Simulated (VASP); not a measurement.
Here is a VASP 6.6.1 calculation.

POSCAR

```
ZrS
1.0
    0.0000000000      2.6124644617      2.6124644617
    2.6124644617      0.0000000000      2.6124644617
    2.6124644617      2.6124644617      0.0000000000
Zr S
1 1
Direct
    0.0000000000      0.0000000000      0.0000000000
    0.5000000000      0.5000000000      0.5000000000
```

File INCAR.step1:

```
SYSTEM = ZrS
PREC = Accurate
ENCUT = 520
ISMEAR = 0
SIGMA = 0.1
LREAL = .FALSE.
LASPH = .TRUE.
NELM = 80
NBANDS = 16
GGA = PE
ALGO = Normal
EDIFF = 1E-4
LWAVE = .TRUE.
LCHARG = .FALSE.
```

INCAR.step2

```
SYSTEM = ZrS
PREC = Accurate
ENCUT = 520
EDIFF = 1E-6
ISMEAR = 0
SIGMA = 0.1
LREAL = .FALSE.
LASPH = .TRUE.
NELM = 80
ALGO = Normal
ISIF = 2
LWAVE = .FALSE.
LCHARG = .TRUE.
METAGGA = R2SCAN
LMIXTAU = .TRUE.
LELF = .TRUE.
LVHAR = .TRUE.
NBANDS = 16
ISTART = 1
```

KPOINTS

```
Automatic mesh
0
G
  14 14 14
  0 0 0
```

Potentials or basis: VASP PAW PBE potentials, release 64 (Zr_sv, S).

Command:

```bash
$ cat potpaw_PBE.64/Zr_sv/POTCAR potpaw_PBE.64/S/POTCAR > POTCAR
$ cp INCAR.step1 INCAR
$ mpirun -np 1 vasp_std > vasp.out
$ cp INCAR.step2 INCAR
$ mpirun -np 1 vasp_std > vasp.out
```

(1) What does it give for the band gap on the k mesh?

(2) Predict the pressure.

## Answers

(1) zero (band 9 reaches 12.65 eV, above the bottom of band 10 at 9.66 eV).

(2) 0.0 GPa.

Caveat: the PAW data sets were made with another functional, which shifts forces and pressure a little.
